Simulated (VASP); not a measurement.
# Sn (Fd-3m) in VASP: a series of runs

The runs below take Sn through single point, with LDA.

Program: VASP 6.6.1. These are calculated values, not measurements. Logs are shortened: lines on timing, memory, paths and dates and some standing lists are left out, and cuts for length are marked.

## Step 1: The cell of the first run

The structure is cubic, space group Fd-3m (No. 227). The conventional cell has a = 6.467 Å, b = 6.467 Å, c = 6.467 Å, α = 90.00°, β = 90.00°, γ = 90.00°. Within 3.7 Å of Sn (site symmetry -43m) lie 4 Sn at 2.80 Å.

## Step 2: Single point, LDA

Input file INCAR:

```
SYSTEM = Sn
ALGO = Normal
EDIFF = 1E-6
ENCUT = 500
GGA_COMPAT = .FALSE.
ISIF = 2
ISMEAR = -1
LASPH = .TRUE.
LCHARG = .TRUE.
LELF = .TRUE.
LREAL = .FALSE.
LVHAR = .TRUE.
LWAVE = .FALSE.
NBANDS = 21
NELM = 120
PREC = Accurate
SIGMA = 0.25
```

Input file KPOINTS:

```
k-points
0
G
  5 5 5
  0 0 0
```

Input file POSCAR:

```
Sn
1.0
    0.0000000000      3.2333430000      3.2333430000
    3.2333430000      0.0000000000      3.2333430000
    3.2333430000      3.2333430000      0.0000000000
Sn
2
Direct
    0.0000000000      0.0000000000      0.0000000000
    0.2500000000      0.2500000000      0.2500000000
```

Potentials or basis: VASP PAW LDA potentials, release 64 (Sn_d).

Started as:

```bash
cat potpaw_LDA.64/Sn_d/POTCAR > POTCAR
mpirun -np 1 vasp_std > vasp.out
```

OUTCAR:

```text
SYSTEM = Sn
   EDIFF = 1E-6
   ENCUT = 500
   ISIF = 2
   ISMEAR = -1
   LASPH = .TRUE.
   LREAL = .FALSE.
   NELM = 120
   PREC = Accurate

 ion  position               nearest neighbor table
   1  0.000  0.000  0.000-   2 2.80   2 2.80   2 2.80   2 2.80
   2  0.250  0.250  0.250-   1 2.80   1 2.80   1 2.80   1 2.80

  LATTYP: Found a face centered cubic cell.
 ALAT       =     6.4666860000

  Lattice vectors:

 A1 = (   0.0000000000,   3.2333430000,   3.2333430000)
 A2 = (   3.2333430000,   0.0000000000,   3.2333430000)
 A3 = (   3.2333430000,   3.2333430000,   0.0000000000)

Analysis of symmetry for initial positions (statically):
=====================================================================
 Subroutine PRICEL returns:
 Original cell was already a primitive cell.

 Routine SETGRP: Setting up the symmetry group for a
 face centered cubic supercell.

 Subroutine GETGRP returns: Found 48 space group operations
 (whereof 24 operations were pure point group operations)
 out of a pool of 48 trial point group operations.

The static configuration has the point symmetry T_d .
 The point group associated with its full space group is O_h .

Analysis of symmetry for dynamics (positions and initial velocities):
=====================================================================
 Subroutine PRICEL returns:
 Original cell was already a primitive cell.

 Routine SETGRP: Setting up the symmetry group for a
 face centered cubic supercell.

 Subroutine GETGRP returns: Found 48 space group operations
 (whereof 24 operations were pure point group operations)
 out of a pool of 48 trial point group operations.

The dynamic configuration has the point symmetry T_d .
 The point group associated with its full space group is O_h .

 Subroutine INISYM returns: Found 48 space group operations
 (whereof 24 operations are pure point group operations),
 and found     1 'primitive' translations

----------------------------------------------------------------------------------------

                                     Primitive cell

  volume of cell :      67.6060

  direct lattice vectors                    reciprocal lattice vectors
     0.000000000  3.233343000  3.233343000    -0.154638713  0.154638713  0.154638713
     3.233343000  0.000000000  3.233343000     0.154638713 -0.154638713  0.154638713
     3.233343000  3.233343000  0.000000000     0.154638713  0.154638713 -0.154638713

  length of vectors
     4.572637522  4.572637522  4.572637522     0.267842108  0.267842108  0.267842108

  position of ions in fractional coordinates (direct lattice)
     0.000000000  0.000000000  0.000000000
     0.250000000  0.250000000  0.250000000

  ion indices of the primitive-cell ions
   primitive index   ion index
                 1           1
                 2           2

----------------------------------------------------------------------------------------

 KPOINTS: k-points

Automatic generation of k-mesh.
 Grid dimensions read from file:
 generate k-points for:    5    5    5

 Generating k-lattice:

  Cartesian coordinates                     Fractional coordinates (reciprocal lattice)
    -0.030927743  0.030927743  0.030927743     0.200000000  0.000000000  0.000000000
     0.030927743 -0.030927743  0.030927743     0.000000000  0.200000000  0.000000000
     0.030927743  0.030927743 -0.030927743     0.000000000  0.000000000  0.200000000

  Length of vectors
     0.053568422  0.053568422  0.053568422

  Shift w.r.t. Gamma in fractional coordinates (k-lattice)
     0.000000000  0.000000000  0.000000000

 Subroutine IBZKPT returns following result:
 ===========================================

 Found     10 irreducible k-points:

 Following reciprocal coordinates:
            Coordinates               Weight
  0.000000  0.000000  0.000000      1.000000
  0.200000  0.000000  0.000000      8.000000
  0.400000  0.000000  0.000000      8.000000
  0.200000  0.200000  0.000000      6.000000
  0.400000  0.200000  0.000000     24.000000
 -0.400000  0.200000  0.000000     24.000000
 -0.200000  0.200000  0.000000     12.000000
  0.400000  0.400000  0.000000      6.000000
 -0.400000  0.400000  0.000000     12.000000
 -0.400000  0.400000  0.200000     24.000000
   k-points           NKPTS =     10   k-points in BZ     NKDIM =     10   number of bands    NBANDS=     21
   number of dos      NEDOS =    301   number of ions     NIONS =      2
   total plane-waves  NPLWV =  46656
   dimension x,y,z NGX =    36 NGY =   36 NGZ =   36
   dimension x,y,z NGXF=    72 NGYF=   72 NGZF=   72
   ions per type =               2
   NGX,Y,Z   is equivalent  to a cutoff of  13.09, 13.09, 13.09 a.u.
   NGXF,Y,Z  is equivalent  to a cutoff of  26.18, 26.18, 26.18 a.u.
 SYSTEM =  Sn
   PREC   = accura    normal or accurate (medium, high low for compatibility)
   ISTART =      0    job   : 0-new  1-cont  2-samecut
   ICHARG =      2    charge: 1-file 2-atom 10-const
   ISPIN  =      1    spin polarized calculation?
   LNONCOLLINEAR =      F non collinear calculations
   LSORBIT =      F    spin-orbit coupling
   LASPH  =      T    aspherical Exc in radial PAW
   ENCUT  =  500.0 eV  36.75 Ry    6.06 a.u.   8.34  8.34  8.34*2*pi/ulx,y,z
   NELM   =    120;   NELMIN=  2; NELMDL= -5     # of ELM steps
   EDIFF  = 0.1E-05   stopping-criterion for ELM
   LREAL  =      F    real-space projection
   EDIFFG = 0.1E-04   stopping-criterion for IOM
   NSW    =      0    number of steps for IOM
   IBRION =     -1    ionic relax: 0-MD 1-quasi-New 2-CG
   NFREE  =      0    steps in history (QN), initial steepest desc. (CG)
   ISIF   =      2    stress and relaxation
   ISYM   =      2    0-nonsym 1-usesym 2-fastsym
   POTIM  = 0.5000    time-step for ionic-motion
   TEBEG  =    0.0;   TEEND  =   0.0 temperature during run
   PSTRESS=    0.0 pullay stress
   NELECT =      28.0000    total number of electrons
   NUPDOWN=      -1.0000    fix difference up-down
   EMIN   =  10.00;   EMAX   =-10.00  energy-range for DOS
   EFERMI =   0.00;   METHOD = LEGACY
   ISMEAR =    -1;   SIGMA  =   0.25  broadening in eV -4-tet -1-fermi 0-gaus
   EFERMI_NEDOS =   21; number of points for ismear=-14 and -15
   IALGO  =     38    algorithm
   IMIX   =      4    mixing-type and parameters
     AMIX     =   0.40;   BMIX     =  1.00
     AMIX_MAG =   1.60;   BMIX_MAG =  1.00
  volume/ion in A,a.u.               =      33.80       228.11
  Fermi-wavevector in a.u.,A,eV,Ry     =   1.220298  2.306028 20.260790  1.489126
  Thomas-Fermi vector in A             =   2.355520
   LORBIT       =      0    0 simple, 1 ext, 2 COOP (PROOUT), +10 PAW based schemes
   GGA     = CA    functional components
   LHFCALC =     F    Hartree Fock is set to
   AEXX    =    0.0000 exact exchange contribution
   IVDW    =     0    specifies the selected vdW correction
   LEPSILON=     F    determine dielectric tensor
   LRPA    =     F    only Hartree local field effects (RPA)
 non-spin polarized calculation
  energy-cutoff  :      500.00
  volume of cell :       67.61
 maximum number of plane-waves:      1759
 NGX is ok and might be reduce to    36
   NGX = 17   NGY = 17   NGZ = 17

 number of electron      28.0000008 magnetization

 Free energy of the ion-electron system (eV)
  ---------------------------------------------------
  ext. energy  EPLUGINS =         0.00000000
  ---------------------------------------------------
  free energy    TOTEN  =        -8.90833924 eV

  energy without entropy =       -8.79835089  energy(sigma->0) =       -8.85334506

 E-fermi :   5.3888     XC(G=0):  -9.2382

 val. band max:        4.9896762365   @ k =   0.2000   0.0000   0.0000
 cond. band min:       5.4671968481   @ k =   0.4000   0.0000   0.0000
 fundamental gap:      0.4775206116
 Fermi energy:         5.3888277949

 k-point     1 :       0.0000    0.0000    0.0000
  band No.  band energies     occupation
      1     -16.1438      2.00000
      2     -16.1438      2.00000
      3     -16.1438      2.00000
      4     -16.0807      2.00000
      5     -16.0807      2.00000
      6     -15.7595      2.00000
[... 13 lines left out ...]
     20      13.5481      0.00000
     21      13.5481      0.00000

 k-point     2 :       0.2000    0.0000    0.0000
  band No.  band energies     occupation
      1     -16.1648      2.00000
      2     -16.1648      2.00000
      3     -16.1346      2.00000
      4     -16.0491      2.00000
      5     -16.0491      2.00000
      6     -15.7961      2.00000
[... 13 lines left out ...]
     20      12.3486      0.00000
     21      12.3486      0.00000

 k-point     3 :       0.4000    0.0000    0.0000
  band No.  band energies     occupation
      1     -16.1798      2.00000
      2     -16.1798      2.00000
      3     -16.1188      2.00000
      4     -16.0208      2.00000
      5     -16.0208      2.00000
      6     -15.8182      2.00000
[... 13 lines left out ...]
     20      13.4722      0.00000
     21      13.4722      0.00000

 k-point     4 :       0.2000    0.2000    0.0000
  band No.  band energies     occupation
      1     -16.1641      2.00000
      2     -16.1641      2.00000
      3     -16.1520      2.00000
      4     -16.0483      2.00000
      5     -16.0102      2.00000
      6     -15.8604      2.00000
[... 13 lines left out ...]
     20      12.5128      0.00000
     21      13.9915      0.00000

 k-point     5 :       0.4000    0.2000    0.0000
  band No.  band energies     occupation
      1     -16.1981      2.00000
      2     -16.1820      2.00000
      3     -16.1096      2.00000
      4     -16.0096      2.00000
      5     -15.9695      2.00000
      6     -15.9009      2.00000
[... 13 lines left out ...]
     20      13.6523      0.00000
     21      14.4980      0.00000

 k-point     6 :      -0.4000    0.2000    0.0000
  band No.  band energies     occupation
      1     -16.2109      2.00000
      2     -16.1921      2.00000
      3     -16.0734      2.00000
      4     -15.9916      2.00000
      5     -15.9793      2.00000
      6     -15.8677      2.00000
[... 13 lines left out ...]
     20      13.1511      0.00000
     21      13.8585      0.00000

 k-point     7 :      -0.2000    0.2000    0.0000
  band No.  band energies     occupation
      1     -16.1881      2.00000
      2     -16.1865      2.00000
      3     -16.1022      2.00000
      4     -16.0325      2.00000
      5     -16.0002      2.00000
      6     -15.8467      2.00000
[... 13 lines left out ...]
     20      13.1967      0.00000
     21      13.7876      0.00000

 k-point     8 :       0.4000    0.4000    0.0000
  band No.  band energies     occupation
      1     -16.1926      2.00000
      2     -16.1926      2.00000
      3     -16.1054      2.00000
      4     -15.9958      2.00000
      5     -15.9640      2.00000
      6     -15.8873      2.00000
[... 13 lines left out ...]
     20      15.3362      0.00000
     21      15.4186      0.00000

 k-point     9 :      -0.4000    0.4000    0.0000
  band No.  band energies     occupation
      1     -16.2162      2.00000
      2     -16.1975      2.00000
      3     -16.0554      2.00000
      4     -15.9946      2.00000
      5     -15.9237      2.00000
      6     -15.9053      2.00000
[... 13 lines left out ...]
     20      14.0115      0.00000
     21      16.1142      0.00000

 k-point    10 :      -0.4000    0.4000    0.2000
  band No.  band energies     occupation
      1     -16.2140      2.00000
      2     -16.2057      2.00000
      3     -16.0484      2.00000
      4     -15.9672      2.00000
      5     -15.9500      2.00000
      6     -15.9188      2.00000
[... 13 lines left out ...]
     20      13.9871      0.00000
     21      15.9204      0.00000

------------------------ aborting loop because EDIFF is reached ----------------------------------------

  FORCE on cell =-STRESS in cart. coord.  units (eV):
  Direction    XX          YY          ZZ          XY          YZ          ZX
  --------------------------------------------------------------------------------------
  -------------------------------------------------------------------------------------
  Total        0.2895182      0.2895182      0.2895182     -0.0000000     -0.0000000     -0.0000000
  in kB        6.8612162      6.8612162      6.8612162     -0.0000000     -0.0000000     -0.0000000
  external PRESSURE =       6.8612162 kB  Pullay stress =       0.0000000 kB

 VOLUME and BASIS-vectors are now :
 -----------------------------------------------------------------------------
  energy-cutoff  :      500.00
  volume of cell :       67.61
      direct lattice vectors                 reciprocal lattice vectors
     0.000000000  3.233343000  3.233343000    -0.154638713  0.154638713  0.154638713
     3.233343000  0.000000000  3.233343000     0.154638713 -0.154638713  0.154638713
     3.233343000  3.233343000  0.000000000     0.154638713  0.154638713 -0.154638713

 POSITION                                       TOTAL-FORCE (eV/Angst)
 -----------------------------------------------------------------------------------
      0.00000      0.00000      0.00000         0.000000      0.000000      0.000000
      1.61667      1.61667      1.61667        -0.000000     -0.000000     -0.000000
 -----------------------------------------------------------------------------------
    total drift:                                0.000000      0.000000      0.000000

  FREE ENERGIE OF THE ION-ELECTRON SYSTEM (eV)
  ---------------------------------------------------
  free  energy   TOTEN  =        -8.9083392378 eV

  energy  without entropy=       -8.7983508852  energy(sigma->0) =       -8.85334506
```

Run time: 14 s. Hardware: 1 thread of Intel Xeon 6975P-C (Granite Rapids), shared host; peak memory 0.16 GiB.

Results:

```yaml
Free_energy: -8.9083 eV
Pressure: 0.7 GPa
Band_gap_on_the_k_mesh: zero (band 14 reaches 5.57 eV, above the bottom of band 15 at 5.47 eV)
```

Levels at points of the mesh, in eV from the Fermi level:
```csv
k point,band 11,band 12,band 13,band 14,band 15,band 16,band 17,band 18
"(0.00, 0.00, 0.00)",-10.62,-0.63,0.18,0.18,0.18,2.24,2.24,2.24
```

Caveat: spin-orbit coupling is left out, which moves the levels of the heavy elements.

## Step 3: Single point, LDA

Input file INCAR:

```
SYSTEM = Sn
PREC = Accurate ; ENCUT = 500
EDIFF = 1E-6 ; ISMEAR = -1
SIGMA = 0.15 ; LREAL = .False.
LASPH = .True. ; NELM = 120
ALGO = Normal ; ISIF = 2
LWAVE = .False. ; LCHARG = .True.
GGA = CA ; LELF = .True.
LVHAR = .True. ; NBANDS = 21
GGA_COMPAT = .False.
```

Input file KPOINTS:

```
Automatic mesh
0
Gamma
  5 5 5
  0 0 0
```

POSCAR is that of step 2.

Potentials or basis: VASP PAW LDA potentials, release 64 (Sn_d).

Started as:

```bash
cat potpaw_LDA.64/Sn_d/POTCAR > POTCAR
mpirun -np 1 vasp_std > vasp.out
```

Run time: 14 s. Hardware: 1 thread of Intel Xeon 6975P-C (Granite Rapids), shared host; peak memory 0.16 GiB.

It converged, with:

```
Free energy            : -8.8760 eV
Pressure               : 0.5 GPa
Band gap on the k mesh : zero (band 14 reaches 5.58 eV, above the bottom of band 15 at 5.47 eV)
```

Levels at points of the mesh, in eV from the Fermi level:
```tsv
k point	band 10	band 11	band 12	band 13	band 14	band 15	band 16	band 17	band 18	band 19
(0.00, 0.00, 0.00)	-21.11	-10.59	-0.59	0.21	0.21	0.21	2.27	2.27	2.27	4.98
```

Caveat: spin-orbit coupling is left out, which moves the levels of the heavy elements.

(Continued in part 2 of 2.)
